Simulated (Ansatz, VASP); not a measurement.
## SiNi: VASP beside Ansatz

The input INCAR:

```
SYSTEM = SiNi
PREC = Accurate
ENCUT = 510
EDIFF = 1E-8
ISMEAR = -1
SIGMA = 0.15
LREAL = .False.
LASPH = .True.
NELM = 120
ALGO = Normal
ISIF = 2
LWAVE = .False.
LCHARG = .False.
GGA = PS
LEFG = .True.
NBANDS = 54
GGA_COMPAT = .False.
```

KPOINTS

```
regular mesh
0
Gamma
  8 10 6
  0 0 0
```

File POSCAR:

```
SiNi
1.0
    5.1039670127      0.0000000000      0.0000000000
    0.0000000000      3.3475960595      0.0000000000
    0.0000000000      0.0000000000      5.5332438767
Si Ni
4 4
Direct
    0.3212179394      0.7500000000      0.0857690402
    0.1787820606      0.2500000000      0.5857690402
    0.8212179394      0.7500000000      0.4142309598
    0.6787820606      0.2500000000      0.9142309598
    0.0092114515      0.2500000000      0.1874431825
    0.4907885485      0.7500000000      0.6874431825
    0.5092114515      0.2500000000      0.3125568175
    0.9907885485      0.7500000000      0.8125568175
```

Input for Ansatz:

```yaml
crystal:
  lattice:
    - [5.1039670127, 0.0, 0.0]
    - [0.0, 3.3475960595, 0.0]
    - [0.0, 0.0, 5.5332438767]
  atoms:
    - { symbol: Si, position: [0.3212179394, 0.75, 0.0857690402] }
    - { symbol: Si, position: [0.1787820606, 0.25, 0.5857690402] }
    - { symbol: Si, position: [0.8212179394, 0.75, 0.4142309598] }
    - { symbol: Si, position: [0.6787820606, 0.25, 0.9142309598] }
    - { symbol: Ni, position: [0.0092114515, 0.25, 0.1874431825] }
    - { symbol: Ni, position: [0.4907885485, 0.75, 0.6874431825] }
    - { symbol: Ni, position: [0.5092114515, 0.25, 0.3125568175] }
    - { symbol: Ni, position: [0.9907885485, 0.75, 0.8125568175] }
basis:
  ecutwfc: 420
kpoints:
  mp_grid: { grid: [8, 10, 6] }
hamiltonian:
  xc: pbesol
scf:
  occupations: { method: fermi_dirac, width: 0.15 }
output:
  forces: true
  stress: true
  eigenvalues: true
  efg: {}
checkpoint:
  read: start.run
  write: ck
  compress: false
  write_wavefunctions: false
  write_every: 100000
```

Alike in both runs: task electric field gradients; functional PBEsol; k mesh 8 × 10 × 6; occupations fermi-dirac, width 0.15 eV; no spin polarisation.

|  | VASP | Ansatz |
| --- | --- | --- |
| version | VASP 6.6.1 | Ansatz 0.2.0 |
| potentials or method | VASP PAW PBE potentials, release 64 (Si, Ni_sv_GW), cutoff 510 eV | scalar-relativistic, plane waves, PAW |
| valence electrons in the cell | 88 | 88 |

```csv
,VASP,Ansatz,Ansatz less VASP
gap on the k mesh at the Fermi level (eV),none,none,-
rms of the force components (eV/Å),0.003,0.000,-0.0033
size of Vzz on the site where it differs most (V/Å²),7.9,7.2,-0.65
```

VASP's potentials were made for PBE, not for PBEsol. Atom by atom the forces differ by 0.003 eV/Å (rms over components). A gap of «none» marks a metal or a gap that the smearing closes. The functional is the same, so the differences come from potentials, cutoffs and numerics.
